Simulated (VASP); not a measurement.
A run of VASP 6.6.1 is set up as follows.

File INCAR:

```
SYSTEM = MgBe2Te2O
PREC = Accurate ; ENCUT = 520
EDIFF = 1E-7 ; ISMEAR = 0
SIGMA = 0.1 ; LREAL = .FALSE.
LASPH = .TRUE. ; NELM = 80
ALGO = Normal ; ISIF = 2
LWAVE = .FALSE. ; LCHARG = .FALSE.
GGA = PE ; NBANDS = 21
```

File KPOINTS:

```
regular mesh
0
G
  12 12 4
  0 0 0
```

POSCAR

```
MgBe2Te2O
1.0
    4.1763935327      0.0000000000      0.0000000000
   -2.0881967663      3.6168628955      0.0000000000
    0.0000000000      0.0000000000      9.6756466388
Mg Be Te O
1 2 2 1
Direct
    0.0000000000      0.0000000000      0.0000000000
    0.3333333333      0.6666666667      0.0000000000
    0.6666666667      0.3333333333      0.0000000000
    0.0000000000      0.0000000000      0.7074270114
    0.0000000000      0.0000000000      0.2925729886
    0.0000000000      0.0000000000      0.5000000000
```

Potentials or basis: VASP PAW PBE potentials, release 64 (Mg, Be, Te, O).

Run with:

```sh
$ cat potpaw_PBE.64/Mg/POTCAR potpaw_PBE.64/Be/POTCAR potpaw_PBE.64/Te/POTCAR potpaw_PBE.64/O/POTCAR > POTCAR
$ mpirun -np 1 vasp_std > vasp.out
```

Question: What does it give for the band gap on the k mesh?

Answer: Zero (bands 12 and 13 overlap by 2.01 eV).

Question: Predict the pressure.

Answer: 0.0 GPa.

Question: Estimate the largest force.

Answer: 0.028 eV/Å.

Stress tensor (GPa, compression positive):
```
 0.03  0.00  0.00
 0.00  0.03  0.00
 0.00  0.00 -0.22
```

Caveat: spin-orbit coupling is left out, which moves the levels of the heavy elements.
